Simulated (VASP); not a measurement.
# BN (P6_3mc) in VASP: single point with PBE

Aim: the single point of BN with PBE.

All numbers are computed with VASP 6.6.1; they aren't measurements. Logs are shortened: lines on timing, memory, paths and dates and some standing lists are left out, and cuts for length are marked.

**1. The cell of the first run**

Symmetry: P6_3mc, No. 186, hexagonal system. Conventional cell: a = 2.536 Å, b = 2.536 Å, c = 4.199 Å, α = 90.00°, β = 90.00°, γ = 120.00°. B (site symmetry 3m) has 4 N at 1.56 to 1.57 Å within 2.1 Å. Within 2.1 Å of N (site symmetry 3m) lie 4 B at 1.56 to 1.57 Å.

**2. Single point, PBE**

INCAR

```
SYSTEM = BN
PREC = Accurate
ENCUT = 600
EDIFF = 1E-6
ISMEAR = 0
SIGMA = 0.01
LREAL = .FALSE.
LASPH = .TRUE.
NELM = 120
ALGO = Normal
ISIF = 2
LWAVE = .FALSE.
LCHARG = .FALSE.
GGA = PE
NBANDS = 16
GGA_COMPAT = .FALSE.
```

KPOINTS

```
Automatic mesh
0
G
  7 7 4
  0 0 0
```

POSCAR

```
BN
1.0
    2.5360000000      0.0000000000      0.0000000000
   -1.2680000000      2.1962404240      0.0000000000
    0.0000000000      0.0000000000      4.1990000000
B N
2 2
Direct
    0.6666666667      0.3333333333      0.0000000000
    0.3333333333      0.6666666667      0.5000000000
    0.6666666667      0.3333333333      0.3750000000
    0.3333333333      0.6666666667      0.8750000000
```

Potentials or basis: VASP PAW PBE potentials, release 64 (B, N).

On the command line:

```console
$ cat potpaw_PBE.64/B/POTCAR potpaw_PBE.64/N/POTCAR > POTCAR
$ mpirun -np 1 vasp_std > vasp.out
```

OUTCAR:

```text
SYSTEM = BN
   PREC = Accurate
   ENCUT = 600
   EDIFF = 1E-6
   ISMEAR = 0
   LREAL = .FALSE.
   LASPH = .TRUE.
   NELM = 120
   ISIF = 2
   GGA = PE

 ion  position               nearest neighbor table
   1  0.667  0.333  0.000-   4 1.56   4 1.56   4 1.56   3 1.57
   2  0.333  0.667  0.500-   3 1.56   3 1.56   3 1.56   4 1.57
   3  0.667  0.333  0.375-   2 1.56   2 1.56   2 1.56   1 1.57
   4  0.333  0.667  0.875-   1 1.56   1 1.56   1 1.56   2 1.57

  LATTYP: Found a hexagonal cell.
 ALAT       =     2.5360000000
 C/A-ratio  =     1.6557570978

  Lattice vectors:

 A1 = (   2.5360000000,   0.0000000000,   0.0000000000)
 A2 = (  -1.2680000000,   2.1962404240,   0.0000000000)
 A3 = (   0.0000000000,   0.0000000000,   4.1990000000)

Analysis of symmetry for initial positions (statically):
=====================================================================
 Subroutine PRICEL returns:
 Original cell was already a primitive cell.

 Routine SETGRP: Setting up the symmetry group for a
 hexagonal supercell.

 Subroutine GETGRP returns: Found 12 space group operations
 (whereof  6 operations were pure point group operations)
 out of a pool of 24 trial point group operations.

The static configuration has the point symmetry C_3v.
 The point group associated with its full space group is C_6v.

Analysis of symmetry for dynamics (positions and initial velocities):
=====================================================================
 Subroutine PRICEL returns:
 Original cell was already a primitive cell.

 Routine SETGRP: Setting up the symmetry group for a
 hexagonal supercell.

 Subroutine GETGRP returns: Found 12 space group operations
 (whereof  6 operations were pure point group operations)
 out of a pool of 24 trial point group operations.

The dynamic configuration has the point symmetry C_3v.
 The point group associated with its full space group is C_6v.

 Subroutine INISYM returns: Found 12 space group operations
 (whereof  6 operations are pure point group operations),
 and found     1 'primitive' translations

----------------------------------------------------------------------------------------

                                     Primitive cell

  volume of cell :      23.3870

  direct lattice vectors                    reciprocal lattice vectors
     2.536000000  0.000000000  0.000000000     0.394321767  0.227661778  0.000000000
    -1.268000000  2.196240424  0.000000000     0.000000000  0.455323556  0.000000000
     0.000000000  0.000000000  4.199000000     0.000000000  0.000000000  0.238151941

[... 89 lines left out ...]
   NSW    =      0    number of steps for IOM
   IBRION =     -1    ionic relax: 0-MD 1-quasi-New 2-CG
   NFREE  =      0    steps in history (QN), initial steepest desc. (CG)
   ISIF   =      2    stress and relaxation
   ISYM   =      2    0-nonsym 1-usesym 2-fastsym
   POTIM  = 0.5000    time-step for ionic-motion
   TEBEG  =    0.0;   TEEND  =   0.0 temperature during run
   PSTRESS=    0.0 pullay stress
   NELECT =      16.0000    total number of electrons
   NUPDOWN=      -1.0000    fix difference up-down
   EMIN   =  10.00;   EMAX   =-10.00  energy-range for DOS
   EFERMI =   0.00;   METHOD = LEGACY
   ISMEAR =     0;   SIGMA  =   0.01  broadening in eV -4-tet -1-fermi 0-gaus
   EFERMI_NEDOS =   21; number of points for ismear=-14 and -15
   IALGO  =     38    algorithm
   IMIX   =      4    mixing-type and parameters
     AMIX     =   0.40;   BMIX     =  1.00
     AMIX_MAG =   1.60;   BMIX_MAG =  1.00
  volume/ion in A,a.u.               =       5.85        39.46
  Fermi-wavevector in a.u.,A,eV,Ry     =   1.442524  2.725976 28.312044  2.080877
  Thomas-Fermi vector in A             =   2.561035
   LORBIT       =      0    0 simple, 1 ext, 2 COOP (PROOUT), +10 PAW based schemes
   GGA     = PE    functional components
   LHFCALC =     F    Hartree Fock is set to
   AEXX    =    0.0000 exact exchange contribution
   IVDW    =     0    specifies the selected vdW correction
   LEPSILON=     F    determine dielectric tensor
   LRPA    =     F    only Hartree local field effects (RPA)
 non-spin polarized calculation
 Gauss-broadening in eV      SIGMA  =   0.01
  energy-cutoff  :      600.00
  volume of cell :       23.39
 maximum number of plane-waves:       792
   NGX = 11   NGY = 11   NGZ = 17

 number of electron      16.0000003 magnetization

 Free energy of the ion-electron system (eV)
  ---------------------------------------------------
  ext. energy  EPLUGINS =         0.00000000
  ---------------------------------------------------
  free energy    TOTEN  =       -34.82532219 eV

  energy without entropy =      -34.82532219  energy(sigma->0) =      -34.82532219

 E-fermi :   7.7483     XC(G=0): -12.8632

 val. band max:        7.6805635241   @ k =   0.0000   0.0000   0.0000
 cond. band min:      13.2730332895   @ k =   0.2857   0.2857   0.0000
 fundamental gap:      5.5924697654
 Fermi energy:         7.7482524076

 k-point     1 :       0.0000    0.0000    0.0000
  band No.  band energies     occupation
      1     -12.8381      2.00000
      2      -8.6445      2.00000
      3      -3.3276      2.00000
      4       5.5461      2.00000
      5       5.5461      2.00000
      6       7.4321      2.00000
[... 433 lines left out ...]
      3      -1.2966      2.00000
      4      -1.2966      2.00000
      5       0.5334      2.00000
      6       0.5334      2.00000
[... 8 lines left out ...]
     15      23.9644      0.00000
     16      23.9644      0.00000

------------------------ aborting loop because EDIFF is reached ----------------------------------------

  FORCE on cell =-STRESS in cart. coord.  units (eV):
  Direction    XX          YY          ZZ          XY          YZ          ZX
  --------------------------------------------------------------------------------------
  -------------------------------------------------------------------------------------
  Total        1.2286508      1.2286508      1.0470897      0.0000000      0.0000000      0.0000000
  in kB       84.1712989     84.1712989     71.7330787      0.0000000      0.0000000      0.0000000
  external PRESSURE =      80.0252255 kB  Pullay stress =       0.0000000 kB

 VOLUME and BASIS-vectors are now :
 -----------------------------------------------------------------------------
  energy-cutoff  :      600.00
  volume of cell :       23.39
      direct lattice vectors                 reciprocal lattice vectors
     2.536000000  0.000000000  0.000000000     0.394321767  0.227661778  0.000000000
    -1.268000000  2.196240424  0.000000000     0.000000000  0.455323556  0.000000000
     0.000000000  0.000000000  4.199000000     0.000000000  0.000000000  0.238151941

 POSITION                                       TOTAL-FORCE (eV/Angst)
 -----------------------------------------------------------------------------------
      1.26800      0.73208      0.00000         0.000000      0.000000      0.056095
     -0.00000      1.46416      2.09950        -0.000000      0.000000      0.056095
      1.26800      0.73208      1.57462        -0.000000      0.000000     -0.056095
     -0.00000      1.46416      3.67413         0.000000     -0.000000     -0.056095
 -----------------------------------------------------------------------------------
    total drift:                                0.000000     -0.000000     -0.000239

  FREE ENERGIE OF THE ION-ELECTRON SYSTEM (eV)
  ---------------------------------------------------
  free  energy   TOTEN  =       -34.8253221902 eV

  energy  without entropy=      -34.8253221902  energy(sigma->0) =      -34.82532219
```

stdout:

```text
POSCAR found type information on POSCAR B N
 POSCAR found :  2 types and       4 ions
 scaLAPACK will be used
 LDA part: xc-table for (Slater+PW92), standard interpolation
 POSCAR, INCAR and KPOINTS ok, starting setup
 FFT: planning ... GRIDC
 FFT: planning ... GRID_SOFT
 FFT: planning ... GRID
 WAVECAR not read
 entering main loop
```

Run time: 10 s. Hardware: 1 thread of Intel Xeon Platinum 8488C (Sapphire Rapids), shared host; peak memory 0.13 GiB.

What came out:

```yaml
Free_energy: -34.8253 eV
Pressure: 8.0 GPa
Largest_force: 0.056 eV/Å
Band_gap_on_the_k_mesh: 5.59 eV (least direct gap 8.36 eV)
```

Forces on the atoms (eV/Å):
```
B    0.000  0.000  0.056
B    0.000  0.000  0.056
N    0.000  0.000 -0.056
N    0.000  0.000 -0.056
```

Levels at points of the mesh, in eV from the valence-band top:
```tsv
k point	band 6	band 7	band 8	band 9	band 10	band 11
(0.00, 0.00, 0.00)	-0.25	0.00	0.00	8.44	8.44	8.62
(0.00, 0.00, 0.50)	-1.18	-1.18	-1.18	9.61	9.61	10.00
```

Caveat: the cell stands under pressure.
